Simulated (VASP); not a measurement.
# Te2Mo (P2_1/m) in VASP: further runs, part 2 of 2

VASP 6.6.1.

### 4 Single point, PBEsol (23.32 Å³/atom)

This run uses another cell than the first one, of 23.32 Å³/atom.

The input, INCAR:

```
ALGO     = Fast           # electronic algorithm
EDIFF    = 1E-6           # SCF threshold, eV
ENCUT    = 520            # plane-wave cutoff, eV
GGA      = PS             # functional
ISIF     = 2              # what is computed and relaxed
ISMEAR   = 0              # smearing method
LASPH    = True           # aspherical terms in the spheres
LCHARG   = True           # write CHGCAR
LELF     = True           # ELF
LREAL    = False          # projectors in reciprocal space
LVHAR    = True         
LWAVE    = False          # write WAVECAR
NBANDS   = 64             # bands
NELM     = 80             # most SCF steps
PREC     = Accurate       # precision mode
SIGMA    = 0.1            # smearing width, eV
```

The input, KPOINTS:

```
k-points
0
Gamma
  6 10 4
```

The input, POSCAR:

```
Te2Mo
1.0
    6.2857499983      0.0000000000     -0.0270565669
    0.0000000000      3.4258910881      0.0000000000
   -0.9948080499      0.0000000000     13.0006667623
Te Mo
8 4
Direct
    0.5536694725      0.7500000000      0.3430510238
    0.4463305275      0.2500000000      0.6569489762
    0.5901662461      0.2500000000      0.1075988110
    0.4098337539      0.7500000000      0.8924011890
    0.0973745683      0.7500000000      0.1578075635
    0.9026254317      0.2500000000      0.8421924365
    0.0508720894      0.2500000000      0.3919075991
    0.9491279106      0.7500000000      0.6080924009
    0.3193728349      0.7500000000      0.5062558038
    0.6806271651      0.2500000000      0.4937441962
    0.1827265948      0.2500000000      0.0083279521
    0.8172734052      0.7500000000      0.9916720479
```

Potentials or basis: VASP PAW PBE potentials, release 64 (Te, Mo_sv).

Started as:

```sh
> cat potpaw_PBE.64/Te/POTCAR potpaw_PBE.64/Mo_sv/POTCAR > POTCAR
> mpirun -np 1 vasp_std > vasp.out
```

OUTCAR:

```text
EDIFF = 1E-6
   ENCUT = 520
   GGA = PS
   ISIF = 2
   ISMEAR = 0
   LASPH = True
   LREAL = False
   NELM = 80
   PREC = Accurate

 ion  position               nearest neighbor table
   1  0.554  0.750  0.343-  10 2.68  10 2.68   9 2.68   3 3.54   3 3.54   7 3.58   7 3.58   5 3.60

   2  0.446  0.250  0.657-   9 2.68   9 2.68  10 2.68   4 3.54   4 3.54   8 3.58   8 3.58   6 3.60

   3  0.590  0.250  0.108-  12 2.76  12 2.76  11 2.77   4 3.40   4 3.40   1 3.54   1 3.54   5 3.63
                             5 3.63   5 3.64   5 3.64
   4  0.410  0.750  0.892-  11 2.76  11 2.76  12 2.77   3 3.40   3 3.40   2 3.54   2 3.54   6 3.63
                             6 3.63   6 3.64   6 3.64
   5  0.097  0.750  0.158-  12 2.68  11 2.68  11 2.68   7 3.53   7 3.53   1 3.60   3 3.63   3 3.63
                             3 3.64   3 3.64
   6  0.903  0.250  0.842-  11 2.68  12 2.68  12 2.68   8 3.53   8 3.53   2 3.60   4 3.63   4 3.63
                             4 3.64   4 3.64
   7  0.051  0.250  0.392-   9 2.76   9 2.76  10 2.77   8 3.40   8 3.40   5 3.53   5 3.53   1 3.58
                             1 3.58
[... 227 lines left out ...]
  band No.  band energies     occupation
      1     -51.6972      2.00000
      2     -51.6796      2.00000
      3     -51.6291      2.00000
      4     -51.6116      2.00000
      5     -26.0211      2.00000
      6     -26.0060      2.00000
[... 1597 lines left out ...]
     63      11.6640      0.00000
     64      11.6648      0.00000

 [... further k-points ...]
[... 5 lines left out ...]
  --------------------------------------------------------------------------------------
  -------------------------------------------------------------------------------------
  Total        5.2177632      5.1949090      5.2094053      0.0000000      0.0000000      0.0105429
  in kB       29.8704477     29.7396131     29.8226011      0.0000000      0.0000000      0.0603558
  external PRESSURE =      29.8108873 kB  Pullay stress =       0.0000000 kB

 VOLUME and BASIS-vectors are now :
 -----------------------------------------------------------------------------
  energy-cutoff  :      520.00
  volume of cell :      279.87
      direct lattice vectors                 reciprocal lattice vectors
     6.285749998  0.000000000 -0.027056567     0.159142423  0.000000000  0.012177542
     0.000000000  3.425891088  0.000000000     0.000000000  0.291894860  0.000000000
    -0.994808050  0.000000000 13.000666762     0.000331202  0.000000000  0.076944475

 POSITION                                       TOTAL-FORCE (eV/Angst)
 -----------------------------------------------------------------------------------
      3.13896      2.56942      4.44491        -0.002573     -0.000000     -0.029431
      2.15198      0.85647      8.52870         0.002573      0.000000      0.029431
      3.60260      0.85647      1.38289        -0.000950     -0.000000      0.015536
      1.68834      2.56942     11.59072         0.000950     -0.000000     -0.015536
      0.45508      2.56942      2.04897         0.000322     -0.000000      0.030045
      4.83586      0.85647     10.92464        -0.000322     -0.000000     -0.030045
     -0.07010      0.85647      5.09368         0.001071     -0.000000     -0.014067
      5.36105      2.56942      7.87993        -0.001071     -0.000000      0.014067
      1.50387      2.56942      6.57302        -0.017660     -0.000000     -0.008213
      3.78707      0.85647      6.40059         0.017660     -0.000000      0.008213
      1.14029      0.85647      0.10332         0.020574     -0.000000      0.001605
      4.15065      2.56942     12.87029        -0.020574     -0.000000     -0.001605
 -----------------------------------------------------------------------------------
    total drift:                               -0.000000      0.000000      0.000000

  FREE ENERGIE OF THE ION-ELECTRON SYSTEM (eV)
  ---------------------------------------------------
  free  energy   TOTEN  =       -78.4356060966 eV

  energy  without entropy=      -78.4122222153  energy(sigma->0) =      -78.42391416
```

stdout:

```text
POSCAR found type information on POSCAR TeMo
 POSCAR found :  2 types and      12 ions
 scaLAPACK will be used
 -----------------------------------------------------------------------------
|                                                                             |
|                                                                             |
|     You enforced a specific xc type in the INCAR file but a different       |
|     I HOPE YOU KNOW WHAT YOU ARE DOING!                                     |
|                                                                             |
 -----------------------------------------------------------------------------

 LDA part: xc-table for (Slater+PW92), standard interpolation
 POSCAR, INCAR and KPOINTS ok, starting setup
 FFT: planning ... GRIDC
 FFT: planning ... GRID_SOFT
 FFT: planning ... GRID
 WAVECAR not read
 entering main loop
```

Run time: 72 min. Hardware: 1 thread of Oxide Virtual Turin-like, shared host; peak memory 1.1 GiB.

What came out:

- Free energy: -78.4356 eV
- Pressure: 3.0 GPa
- Largest force: 0.030 eV/Å
- Band gap on the k mesh: zero (bands 52 and 53 overlap by 0.53 eV)

Forces on the atoms (eV/Å):
```
Te  -0.003  0.000 -0.029
Te   0.003  0.000  0.029
Te  -0.001  0.000  0.016
Te   0.001  0.000 -0.016
Te   0.000  0.000  0.030
Te   0.000  0.000 -0.030
Te   0.001  0.000 -0.014
Te  -0.001  0.000  0.014
Mo  -0.018  0.000 -0.008
Mo   0.018  0.000  0.008
Mo   0.021  0.000  0.002
Mo  -0.021  0.000 -0.002
```

Caveat: the PAW data sets were made with another functional, which shifts forces and pressure a little; spin-orbit coupling is left out, which moves the levels of the heavy elements.

### 5 The runs side by side

| cell | gap on the mesh (eV) | pressure (GPa) | largest force (eV/Å) |
| --- | --- | --- | --- |
| a = 6.199, b = 3.371, c = 12.598 Å, angles 90.0, 95.7, 90.0°, 12 atoms, atomic positions A | none | 8.6 | 0.03 |
| a = 6.247, b = 3.402, c = 12.802 Å, angles 90.0, 95.1, 90.0°, 12 atoms, atomic positions B | none | 5.4 | 0.03 |
| a = 6.286, b = 3.426, c = 13.039 Å, angles 90.0, 94.6, 90.0°, 12 atoms, atomic positions C | none | 3.0 | 0.03 |

Alike in all rows: task single point; level PBEsol; potentials or basis VASP PAW PBE potentials, release 64 (Te, Mo_sv); no spin polarisation; k mesh 6 × 10 × 4; cutoff (eV) 520; smearing gaussian 0.1 eV.

Caveats: the PAW data sets were made with another functional, which shifts forces and pressure a little; spin-orbit coupling is left out, which moves the levels of the heavy elements; the cell stands under pressure (at least some runs).

Total energies depend on the potentials used, so only differences within one code and one set of settings carry meaning.
